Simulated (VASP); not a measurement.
Write the native input for VASP 6.6.1 that does the following.

- Task: single point
- Functional: LDA
- Potentials or basis: VASP PAW LDA potentials, release 64 (Hf_pv)
- Cutoff: 520 eV
- k mesh: 10 × 10 × 10
- Occupations: fermi-dirac, width 0.1 eV
- Spin: no spin polarisation
- Dipole correction: no
- Further INCAR settings: ALGO = Normal; EDIFF = 1e-06; NBANDS = 17

The structure of Hf lies in POSCAR:

```
Hf
1.0
    0.0000000000      3.0707658205      3.0707658205
    3.0707658205      0.0000000000      3.0707658205
    3.0707658205      3.0707658205      0.0000000000
Hf
2
Direct
    0.1250000000      0.1250000000      0.1250000000
    0.8750000000      0.8750000000      0.8750000000
```

This cell differs from its parent crystal: volume scaled by 0.96.

One way to write it, as run:

INCAR

```
PREC = Accurate
ENCUT = 520
EDIFF = 1E-6
ISMEAR = -1
SIGMA = 0.1
LREAL = F
LASPH = T
NELM = 100
ALGO = Normal
ISIF = 2
LWAVE = F
LCHARG = F
NBANDS = 17
```

KPOINTS

```
Automatic mesh
0
Gamma
  10 10 10
```

Potentials or basis: VASP PAW LDA potentials, release 64 (Hf_pv).

Run with:

```bash
$ cat potpaw_LDA.64/Hf_pv/POTCAR > POTCAR
$ mpirun -np 1 vasp_std > vasp.out
```

It gave:

```json
{
 "Pressure": "1.1 GPa",
 "Band gap on the k mesh": "zero (band 10 reaches 2.71 eV, above the bottom of band 11 at 2.20 eV)"
}
```

Caveat: spin-orbit coupling is left out, which moves the levels of the heavy elements.

Wall time 14 s on 1 thread of Intel(R) Xeon(R) 6975P-C (Granite Rapids) (shared host), peak memory 0.17 GiB.
